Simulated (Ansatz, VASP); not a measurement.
**One calculation of Ca, two programs**

```
Ca
1.0
    -0.05588    2.79420    2.79420
     2.79420   -0.05588    2.79420
     2.73832    2.73832    0.00000
Ca
1
Direct
  0.00000 0.00000 0.00000
```

Change from the starting cell: strain_shear_xy = -0.04.

Alike in both runs: task single point; functional PBEsol; k mesh 8 × 8 × 8; occupations fermi-dirac, width 0.05 eV; no spin polarisation.

```csv
,VASP,Ansatz
version,VASP 6.6.1,Ansatz 0.2.0
potentials or method,"VASP PAW PBE potentials, release 64 (Ca_sv), cutoff 500 eV","all-electron LAPW, scalar-relativistic"
```

|  | VASP | Ansatz | Ansatz less VASP |
| --- | --- | --- | --- |
| gap on the k mesh at the Fermi level (eV) | none | none | - |
| pressure (GPa) | -1.2 | -1.2 | +0.01 |
| traceless stress, the component that is largest in VASP (GPa) | 0.52 | 0.52 | -0.001 |

VASP's potentials were made for PBE, not for PBEsol. A gap of «none» marks a metal or a gap that the smearing closes. Ansatz ran all-electron here, and VASP with PAW potentials.
